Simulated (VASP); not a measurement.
**SnO2: single point with r2SCAN**

The system is SnO2.

```xyz
3
Lattice="0.0000 2.5968 2.5968 2.5968 0.0000 2.5968 2.5968 2.5968 0.0000" Properties=species:S:1:pos:R:3 pbc="T T T"
Sn    0.0000    0.0000    0.0000
O     1.2984    1.2984    1.2984
O     3.8952    3.8952    3.8952
```

This cell differs from its parent crystal: strain +2.5%.

```yaml
Program: VASP 6.6.1
Task: single point
Functional: r2SCAN
Potentials_or_basis: VASP PAW PBE potentials, release 64 (Sn_d, O)
Cutoff: 520 eV
k_mesh: 8 × 8 × 8
Occupations: fermi-dirac, width 0.02 eV
Spin: no spin polarisation
```

* Pressure: -13.1 GPa
* Band gap on the k mesh: 0.10 eV, indirect (least direct gap 1.39 eV)

Levels at points of the mesh, in eV from the valence-band top:
| k point | band 11 | band 12 | band 13 | band 14 | band 15 | band 16 |
| --- | --- | --- | --- | --- | --- | --- |
| (0.00, 0.00, 0.00) | -1.29 | -1.29 | -1.29 | 0.10 | 7.61 | 7.61 |
| (0.50, 0.00, 0.00) | -3.16 | -2.01 | -2.01 | 4.82 | 8.27 | 10.69 |
| (0.50, 0.50, 0.00) | -0.18 | -0.18 | -0.07 | 3.44 | 7.42 | 10.14 |

Run time: 2.4 min on 1 thread of AMD EPYC 7R13 (shared host), peak memory 0.14 GiB.

Caveat: the cell differs from its parent crystal (strain +2.5%); the PAW data sets were made with another functional, which shifts forces and pressure a little; spin-orbit coupling is left out, which moves the levels of the heavy elements. A k mesh can miss the band edges.
